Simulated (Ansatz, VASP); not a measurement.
# Two plane-wave programs on CuIrS2

```
CELL_PARAMETERS angstrom
1.81585 1.04838 6.59223
-1.81585 1.04838 6.59223
0.00000 -2.09676 6.59223
ATOMIC_POSITIONS crystal
Cu 0.50000 0.50000 0.50000
Ir 0.00000 0.00000 0.00000
S 0.26670 0.26670 0.26670
S 0.73330 0.73330 0.73330
```

Alike in both runs: task single point; functional r2SCAN; k mesh 6 × 6 × 6; occupations gaussian, width 0.05 eV; collinear spin.

|  | VASP | Ansatz |
| --- | --- | --- |
| version | VASP 6.6.1 | Ansatz 0.2.0 |
| potentials or method | VASP PAW PBE potentials, release 64 (Cu, Ir, S), cutoff 520 eV | scalar-relativistic, plane waves, PAW |
| valence electrons in the cell | 32 | 48 |

Ansatz gave:

| Item | Value |
| --- | --- |
| gap on the k mesh at the Fermi level (eV) | 0.79 |
| least direct gap on the mesh (eV) | 0.87 |
| pressure (GPa) | -14.2 |
| traceless stress, the component that is largest in VASP (GPa) | -1.28 |
| rms of the force components (eV/Å) | 0.243 |
| net moment per atom (μB) | 0.00 |

Question: Estimate VASP's values.

Answer: gap on the k mesh at the Fermi level (eV): 0.77; least direct gap on the mesh (eV): 0.86; pressure (GPa): -14.0; traceless stress, the component that is largest in VASP (GPa): -1.32; rms of the force components (eV/Å): 0.225; net moment per atom (μB): 0.00.

VASP's potentials were made for PBE, not for r2SCAN. Atom by atom the forces differ by 0.018 eV/Å (rms over components). With one functional, cell and mesh, what is left measures potentials, basis and numerics. VASP's potentials hold 32 valence electrons a cell and Ansatz's 48, so a difference there can come from the potentials and not from the codes. Ansatz's warnings: seeded moment not kept, stability check not made.

Neither program's run includes spin-orbit coupling.
